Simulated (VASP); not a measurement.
# GaSb (F-43m) in VASP: a series of runs

GaSb is run at these levels: LDA, PBE; tasks: vibrations by perturbation theory, electric field gradients, density of states.

Everything below comes from runs of VASP 6.6.1. Logs are shortened: lines on timing, memory, paths and dates and some standing lists are left out, and cuts for length are marked.

### 1 The cell of the first run

It takes space group F-43m (No. 216, cubic). Conventional cell: a = 6.118 Å, b = 6.118 Å, c = 6.118 Å, α = 90.00°, β = 90.00°, γ = 90.00°. Sb (site symmetry -43m) has 4 Ga at 2.65 Å within 3.5 Å. Ga (site symmetry -43m) has 4 Sb at 2.65 Å within 3.5 Å.

### 2 Vibrations by perturbation theory, LDA

File INCAR:

```
SYSTEM = GaSb
PREC = Accurate
ENCUT = 520
EDIFF = 1E-8
ISMEAR = -1
SIGMA = 0.05
LREAL = .FALSE.
LASPH = .TRUE.
NELM = 100
ALGO = Normal
ISIF = 2
LWAVE = .FALSE.
LCHARG = .FALSE.
IBRION = 8
NSW = 1
```

File KPOINTS:

```
regular mesh
0
G
  6 6 6
  0 0 0
```

File POSCAR:

```
GaSb
1.0
    0.0000000000      3.0590000000      3.0590000000
    3.0590000000      0.0000000000      3.0590000000
    3.0590000000      3.0590000000      0.0000000000
Sb Ga
1 1
Direct
    0.7500000000      0.7500000000      0.7500000000
    0.0000000000      0.0000000000      0.0000000000
```

Potentials or basis: VASP PAW LDA potentials, release 64 (Sb, Ga_d).

Run with:

```
$ cat potpaw_LDA.64/Sb/POTCAR potpaw_LDA.64/Ga_d/POTCAR > POTCAR
$ mpirun -np 1 vasp_std > vasp.out
```

OUTCAR:

```text
SYSTEM = GaSb
   PREC = Accurate
   ENCUT = 520
   EDIFF = 1E-8
   ISMEAR = -1
   LREAL = .FALSE.
   LASPH = .TRUE.
   NELM = 100
   ISIF = 2
   IBRION = 8
   NSW = 1

 ion  position               nearest neighbor table
   1  0.750  0.750  0.750-   2 2.65   2 2.65   2 2.65   2 2.65
   2  0.000  0.000  0.000-   1 2.65   1 2.65   1 2.65   1 2.65

  LATTYP: Found a face centered cubic cell.
 ALAT       =     6.1180000000

  Lattice vectors:

 A1 = (   0.0000000000,   3.0590000000,   3.0590000000)
 A2 = (   3.0590000000,   0.0000000000,   3.0590000000)
 A3 = (   3.0590000000,   3.0590000000,   0.0000000000)

Analysis of symmetry for initial positions (statically):
=====================================================================
 Subroutine PRICEL returns:
 Original cell was already a primitive cell.

 Routine SETGRP: Setting up the symmetry group for a
 face centered cubic supercell.

 Subroutine GETGRP returns: Found 24 space group operations
 (whereof 24 operations were pure point group operations)
 out of a pool of 48 trial point group operations.

The static configuration has the point symmetry T_d .

Analysis of symmetry for dynamics (positions and initial velocities):
=====================================================================
 Subroutine PRICEL returns:
 Original cell was already a primitive cell.

 Routine SETGRP: Setting up the symmetry group for a
 face centered cubic supercell.

 Subroutine GETGRP returns: Found 24 space group operations
 (whereof 24 operations were pure point group operations)
 out of a pool of 48 trial point group operations.

The dynamic configuration has the point symmetry T_d .

 Subroutine INISYM returns: Found 24 space group operations
 (whereof 24 operations are pure point group operations),
 and found     1 'primitive' translations

----------------------------------------------------------------------------------------

                                     Primitive cell

  volume of cell :      57.2491

  direct lattice vectors                    reciprocal lattice vectors
     0.000000000  3.059000000  3.059000000    -0.163452109  0.163452109  0.163452109
     3.059000000  0.000000000  3.059000000     0.163452109 -0.163452109  0.163452109
     3.059000000  3.059000000  0.000000000     0.163452109  0.163452109 -0.163452109

  length of vectors
     4.326079287  4.326079287  4.326079287     0.283107357  0.283107357  0.283107357

  position of ions in fractional coordinates (direct lattice)
     0.750000000  0.750000000  0.750000000
     0.000000000  0.000000000  0.000000000

  ion indices of the primitive-cell ions
   primitive index   ion index
                 1           1
                 2           2

----------------------------------------------------------------------------------------

 KPOINTS: regular mesh

Automatic generation of k-mesh.
 Grid dimensions read from file:
 generate k-points for:    6    6    6

 Generating k-lattice:

  Cartesian coordinates                     Fractional coordinates (reciprocal lattice)
    -0.027242018  0.027242018  0.027242018     0.166666667  0.000000000  0.000000000
     0.027242018 -0.027242018  0.027242018     0.000000000  0.166666667  0.000000000
     0.027242018  0.027242018 -0.027242018     0.000000000  0.000000000  0.166666667

  Length of vectors
     0.047184559  0.047184559  0.047184559

  Shift w.r.t. Gamma in fractional coordinates (k-lattice)
     0.000000000  0.000000000  0.000000000

 Subroutine IBZKPT returns following result:
 ===========================================

 Found     16 irreducible k-points:

 Following reciprocal coordinates:
            Coordinates               Weight
  0.000000  0.000000  0.000000      1.000000
  0.166667  0.000000  0.000000      8.000000
  0.333333  0.000000  0.000000      8.000000
  0.500000  0.000000  0.000000      4.000000
  0.166667  0.166667  0.000000      6.000000
  0.333333  0.166667  0.000000     24.000000
[... 8 lines left out ...]
 -0.333333  0.333333  0.166667     24.000000
 -0.333333  0.500000  0.166667     12.000000
   k-points           NKPTS =     16   k-points in BZ     NKDIM =     16   number of bands    NBANDS=     13
   number of dos      NEDOS =    301   number of ions     NIONS =      2
   total plane-waves  NPLWV =  32768
   dimension x,y,z NGX =    32 NGY =   32 NGZ =   32
   dimension x,y,z NGXF=    64 NGYF=   64 NGZF=   64
   ions per type =               1   1
   NGX,Y,Z   is equivalent  to a cutoff of  12.30, 12.30, 12.30 a.u.
   NGXF,Y,Z  is equivalent  to a cutoff of  24.59, 24.59, 24.59 a.u.
 SYSTEM =  GaSb
   PREC   = accura    normal or accurate (medium, high low for compatibility)
   ISTART =      0    job   : 0-new  1-cont  2-samecut
   ICHARG =      2    charge: 1-file 2-atom 10-const
   ISPIN  =      1    spin polarized calculation?
   LNONCOLLINEAR =      F non collinear calculations
   LSORBIT =      F    spin-orbit coupling
   LASPH  =      T    aspherical Exc in radial PAW
   ENCUT  =  520.0 eV  38.22 Ry    6.18 a.u.   8.04  8.04  8.04*2*pi/ulx,y,z
   NELM   =    100;   NELMIN=  2; NELMDL= -5     # of ELM steps
   EDIFF  = 0.1E-07   stopping-criterion for ELM
   LREAL  =      F    real-space projection
   EDIFFG = 0.1E-06   stopping-criterion for IOM
   NSW    =      1    number of steps for IOM
   IBRION =      8    ionic relax: 0-MD 1-quasi-New 2-CG
   NFREE  =      0    steps in history (QN), initial steepest desc. (CG)
   ISIF   =      2    stress and relaxation
   ISYM   =      2    0-nonsym 1-usesym 2-fastsym
   POTIM  = 0.5000    time-step for ionic-motion
   TEBEG  =    0.0;   TEEND  =   0.0 temperature during run
   PSTRESS=    0.0 pullay stress
   NELECT =      18.0000    total number of electrons
   NUPDOWN=      -1.0000    fix difference up-down
   EMIN   =  10.00;   EMAX   =-10.00  energy-range for DOS
   EFERMI =   0.00;   METHOD = LEGACY
   ISMEAR =    -1;   SIGMA  =   0.05  broadening in eV -4-tet -1-fermi 0-gaus
   EFERMI_NEDOS =   21; number of points for ismear=-14 and -15
   IALGO  =     38    algorithm
   IMIX   =      4    mixing-type and parameters
     AMIX     =   0.40;   BMIX     =  1.00
     AMIX_MAG =   1.60;   BMIX_MAG =  1.00
  volume/ion in A,a.u.               =      28.62       193.17
  Fermi-wavevector in a.u.,A,eV,Ry     =   1.113208  2.103657 16.860766  1.239231
  Thomas-Fermi vector in A             =   2.249790
   LORBIT       =      0    0 simple, 1 ext, 2 COOP (PROOUT), +10 PAW based schemes
   GGA     = CA    functional components
   LHFCALC =     F    Hartree Fock is set to
   AEXX    =    0.0000 exact exchange contribution
   IVDW    =     0    specifies the selected vdW correction
   LEPSILON=     F    determine dielectric tensor
   LRPA    =     F    only Hartree local field effects (RPA)
 non-spin polarized calculation
  energy-cutoff  :      520.00
  volume of cell :       57.25
 maximum number of plane-waves:      1572
   NGX = 17   NGY = 17   NGZ = 17

--------------------------------------- Ionic step        1  -------------------------------------------

 number of electron      17.9999986 magnetization

 Free energy of the ion-electron system (eV)
  ---------------------------------------------------
  ext. energy  EPLUGINS =         0.00000000
  ---------------------------------------------------
  free energy    TOTEN  =        -8.63267364 eV

  energy without entropy =       -8.63163954  energy(sigma->0) =       -8.63215659

 E-fermi :   4.7226     XC(G=0):  -9.3943

 val. band max:        4.6867488305   @ k =   0.0000   0.0000   0.0000
 cond. band min:       4.9801869063   @ k =   0.5000   0.0000   0.0000
 fundamental gap:      0.2934380757
 Fermi energy:         4.7225779199

 k-point     1 :       0.0000    0.0000    0.0000
  band No.  band energies     occupation
      1     -10.4637      2.00000
      2     -10.4637      2.00000
      3     -10.4637      2.00000
      4     -10.4146      2.00000
      5     -10.4146      2.00000
      6      -6.8310      2.00000
      7       4.5597      1.92595
      8       4.6867      1.34371
      9       4.6867      1.34371
     10       4.6867      1.34371
     11       7.4311      0.00000
     12       7.4311      0.00000
     13       7.4311      0.00000
[... 228 lines left out ...]
      2     -10.4451      2.00000
      3     -10.4407      2.00000
      4     -10.4224      2.00000
      5     -10.4130      2.00000
      6      -4.3497      2.00000
      7      -2.0715      2.00000
      8       1.4877      2.00000
      9       1.6611      2.00000
     10       7.1773      0.00000
     11       7.4365      0.00000
     12      10.6580      0.00000
     13      10.7225      0.00000

------------------------ aborting loop because EDIFF is reached ----------------------------------------

  FORCE on cell =-STRESS in cart. coord.  units (eV):
  Direction    XX          YY          ZZ          XY          YZ          ZX
  --------------------------------------------------------------------------------------
  -------------------------------------------------------------------------------------
  Total       -0.5235075     -0.5235075     -0.5235075      0.0000000      0.0000000      0.0000000
  in kB      -14.6509244    -14.6509244    -14.6509244      0.0000000      0.0000000      0.0000000
  external PRESSURE =     -14.6509244 kB  Pullay stress =       0.0000000 kB

 VOLUME and BASIS-vectors are now :
 -----------------------------------------------------------------------------
  energy-cutoff  :      520.00
  volume of cell :       57.25
      direct lattice vectors                 reciprocal lattice vectors
     0.000000000  3.059000000  3.059000000    -0.163452109  0.163452109  0.163452109
     3.059000000  0.000000000  3.059000000     0.163452109 -0.163452109  0.163452109
     3.059000000  3.059000000  0.000000000     0.163452109  0.163452109 -0.163452109

 POSITION                                       TOTAL-FORCE (eV/Angst)
 -----------------------------------------------------------------------------------
      4.58850      4.58850      4.58850         0.000000      0.000000      0.000000
      0.00000      0.00000      0.00000         0.000000     -0.000000     -0.000000
 -----------------------------------------------------------------------------------
    total drift:                               -0.000000     -0.000000     -0.000000

  FREE ENERGIE OF THE ION-ELECTRON SYSTEM (eV)
  ---------------------------------------------------
  free  energy   TOTEN  =        -8.6326736420 eV

  energy  without entropy=       -8.6316395432  energy(sigma->0) =       -8.63215659

[... ionic steps 2 to 3 ...]

--------------------------------------- Ionic step        4  -------------------------------------------

------------------------ aborting loop because EDIFF is reached ----------------------------------------

[... ionic steps 5 to 6 ...]

--------------------------------------- Ionic step        7  -------------------------------------------

 Free energy of the ion-electron system (eV)
  ---------------------------------------------------
  ---------------------------------------------------
  free energy    TOTEN  =        -0.16682213 eV

  energy without entropy =       -0.16682213

------------------------ aborting loop because EDIFF is reached ----------------------------------------

 INTERNAL STRAIN TENSOR  FOR ION    2  DIRECTION 1   (eV/Angst):
 -----------------------------------------------------------------------------
     0.00570  0.00000  0.00000
     0.00000 -0.00222 -6.30055
     0.00000 -6.30055 -0.00222

 INTERNAL STRAIN TENSOR FOR ION    2 for displacements in x,y,z  (eV/Angst):
          X           Y           Z          XY          YZ          ZX
  --------------------------------------------------------------------------------
  x    -0.00000    -0.00000     0.00000     0.00000    -6.30055     0.00000
  y     0.00000     0.00000    -0.00000     0.00000     0.00000    -6.30055
  z    -0.00000     0.00000    -0.00000    -6.30055     0.00000     0.00000

 SECOND DERIVATIVES (NOT SYMMETRIZED)
 ------------------------------------
               1X          1Y          1Z          2X          2Y          2Z
  1X    -7.133386    0.000000    0.000000    7.133386    0.000000    0.000000
  1Y     0.000000   -7.133386    0.000000    0.000000    7.133386    0.000000
  1Z     0.000000    0.000000   -7.133386    0.000000    0.000000    7.133386
  2X     7.104763    0.000000    0.000000   -7.104763    0.000000    0.000000
  2Y     0.000000    7.104763    0.000000    0.000000   -7.104763    0.000000
  2Z     0.000000    0.000000    7.104763    0.000000    0.000000   -7.104763

 Eigenvectors and eigenvalues of the dynamical matrix
 ----------------------------------------------------

   1 f  =    6.262897 THz    39.350945 2PiTHz  208.907772 cm-1    25.901251 meV
             X         Y         Z           dx          dy          dz
      4.588500  4.588500  4.588500    -0.604212    0.000000    0.000000
      0.000000  0.000000  0.000000     0.796824    0.000000    0.000000
[... 21 lines left out ...]
   6 f/i=    0.006062 THz     0.038087 2PiTHz    0.202199 cm-1     0.025069 meV
             X         Y         Z           dx          dy          dz
      4.588500  4.588500  4.588500    -0.796824    0.000000    0.000000
      0.000000  0.000000  0.000000    -0.604212    0.000000    0.000000

--------------------------------------------------------------------------------------------------------

 ELASTIC MODULI CONTR FROM IONIC RELAXATION (kBar)
 Direction    XX          YY          ZZ          XY          YZ          ZX
 --------------------------------------------------------------------------------
 XX          -0.0000      0.0000      0.0000      0.0000     -0.0000      0.0000
 YY           0.0000     -0.0000      0.0000      0.0000      0.0000      0.0000
 ZZ           0.0000      0.0000     -0.0000     -0.0000     -0.0000     -0.0000
 XY           0.0000      0.0000     -0.0000   -152.7812      0.0000      0.0000
 YZ          -0.0000      0.0000     -0.0000      0.0000   -152.7812      0.0000
 ZX           0.0000      0.0000     -0.0000      0.0000      0.0000   -152.7812
 --------------------------------------------------------------------------------
```

Run time: 85 s. Hardware: 1 thread of AMD EPYC 7R43 (Zen 3), shared host; peak memory 0.22 GiB.

What came out:

```
Highest phonon frequency at Γ, LO-TO splitting left out : 209 cm⁻¹
```

Phonon frequencies in cm⁻¹ (negative: imaginary):
```tsv
q point	frequencies
(0.000, 0.000, 0.000)	0 0 0 209 209 209
```

Caveat: the cell wasn't relaxed at this level first, which shifts response properties; spin-orbit coupling is left out, which moves the levels of the heavy elements.

### 3 Vibrations by perturbation theory, PBE

File INCAR:

```
PREC = Accurate
ENCUT = 520
EDIFF = 1E-8
ISMEAR = -1
SIGMA = 0.05
LREAL = F
LASPH = T
NELM = 100
ALGO = Normal
ISIF = 2
LWAVE = F
LCHARG = F
GGA = PE
NBANDS = 16
IBRION = 8
NSW = 1
```

File KPOINTS:

```
Automatic mesh
0
Gamma
  6 6 6
```

POSCAR is that of step 2.

Potentials or basis: VASP PAW PBE potentials, release 64 (Sb, Ga_d).

Run with:

```
$ cat potpaw_PBE.64/Sb/POTCAR potpaw_PBE.64/Ga_d/POTCAR > POTCAR
$ mpirun -np 1 vasp_std > vasp.out
```

OUTCAR:

```text
PREC = Accurate
   ENCUT = 520
   EDIFF = 1E-8
   ISMEAR = -1
   LREAL = F
   LASPH = T
   NELM = 100
   ISIF = 2
   GGA = PE
   IBRION = 8
   NSW = 1

 ion  position               nearest neighbor table
   1  0.750  0.750  0.750-   2 2.65   2 2.65   2 2.65   2 2.65
   2  0.000  0.000  0.000-   1 2.65   1 2.65   1 2.65   1 2.65

  LATTYP: Found a face centered cubic cell.
 ALAT       =     6.1180000000

  Lattice vectors:

 A1 = (   0.0000000000,   3.0590000000,   3.0590000000)
 A2 = (   3.0590000000,   0.0000000000,   3.0590000000)
 A3 = (   3.0590000000,   3.0590000000,   0.0000000000)

Analysis of symmetry for initial positions (statically):
=====================================================================
 Subroutine PRICEL returns:
 Original cell was already a primitive cell.

 Routine SETGRP: Setting up the symmetry group for a
 face centered cubic supercell.
[... 520 lines left out ...]

 INTERNAL STRAIN TENSOR  FOR ION    2  DIRECTION 1   (eV/Angst):
 -----------------------------------------------------------------------------
     0.00541  0.00000  0.00000
     0.00000 -0.00244 -7.41755
     0.00000 -7.41755 -0.00244

 INTERNAL STRAIN TENSOR FOR ION    2 for displacements in x,y,z  (eV/Angst):
          X           Y           Z          XY          YZ          ZX
  --------------------------------------------------------------------------------
  x    -0.00000     0.00000     0.00000     0.00000    -7.41755     0.00000
  y    -0.00000     0.00000    -0.00000     0.00000     0.00000    -7.41755
  z     0.00000     0.00000    -0.00000    -7.41755     0.00000     0.00000

 SECOND DERIVATIVES (NOT SYMMETRIZED)
 ------------------------------------
               1X          1Y          1Z          2X          2Y          2Z
  1X    -7.734492    0.000000    0.000000    7.734492    0.000000    0.000000
  1Y     0.000000   -7.734492    0.000000    0.000000    7.734492    0.000000
  1Z     0.000000    0.000000   -7.734492    0.000000    0.000000    7.734492
  2X     7.705918    0.000000    0.000000   -7.705918    0.000000    0.000000
  2Y     0.000000    7.705918    0.000000    0.000000   -7.705918    0.000000
  2Z     0.000000    0.000000    7.705918    0.000000    0.000000   -7.705918

 Eigenvectors and eigenvalues of the dynamical matrix
 ----------------------------------------------------

   1 f  =    6.522098 THz    40.979553 2PiTHz  217.553787 cm-1    26.973220 meV
             X         Y         Z           dx          dy          dz
      4.588500  4.588500  4.588500    -0.000000    0.604150   -0.000000
      0.000000  0.000000  0.000000     0.000000   -0.796870    0.000000
[... 21 lines left out ...]
   6 f/i=    0.005811 THz     0.036510 2PiTHz    0.193823 cm-1     0.024031 meV
             X         Y         Z           dx          dy          dz
      4.588500  4.588500  4.588500     0.011415   -0.336924   -0.722048
      0.000000  0.000000  0.000000     0.008654   -0.255441   -0.547424

--------------------------------------------------------------------------------------------------------

 ELASTIC MODULI CONTR FROM IONIC RELAXATION (kBar)
 Direction    XX          YY          ZZ          XY          YZ          ZX
 --------------------------------------------------------------------------------
 XX          -0.0000     -0.0000     -0.0000     -0.0000     -0.0000     -0.0000
 YY          -0.0000     -0.0000     -0.0000     -0.0000     -0.0000     -0.0000
 ZZ          -0.0000     -0.0000     -0.0000     -0.0000     -0.0000     -0.0000
 XY          -0.0000     -0.0000     -0.0000   -196.0001      0.0000      0.0000
 YZ          -0.0000     -0.0000     -0.0000      0.0000   -196.0001     -0.0000
 ZX          -0.0000     -0.0000     -0.0000      0.0000     -0.0000   -196.0001
 --------------------------------------------------------------------------------
```

stdout:

```text
POSCAR found type information on POSCAR SbGa
 POSCAR found :  2 types and       2 ions
 scaLAPACK will be used
 LDA part: xc-table for (Slater+PW92), standard interpolation
 POSCAR, INCAR and KPOINTS ok, starting setup
 FFT: planning ... GRIDC
 FFT: planning ... GRID_SOFT
 FFT: planning ... GRID
 WAVECAR not read
 entering main loop
 Linear response reoptimize wavefunctions to high precision
 Linear response DOF=           2
 Linear response progress:
 first order change of Fermi-energy   0.30897E-03
 force on displaced ion       1 direction 1 :  -7.734  -0.000  -0.000
 Linear response progress:
 first order change of Fermi-energy   0.48068E-04
 force on displaced ion       2 direction 1 :  -7.706   0.000   0.000
 Linear response finished
```

Run time: 1.9 min. Hardware: 1 thread of Intel Xeon Platinum 8488C (Sapphire Rapids), shared host; peak memory 0.28 GiB.

Results:

* Highest phonon frequency at Γ, LO-TO splitting left out: 218 cm⁻¹

Phonon frequencies in cm⁻¹ (negative: imaginary):
```csv
q point,frequencies
"(0.000, 0.000, 0.000)",0 0 0 218 218 218
```

Caveat: the cell wasn't relaxed at this level first, which shifts response properties; spin-orbit coupling is left out, which moves the levels of the heavy elements.

[end of part 1 of 2]
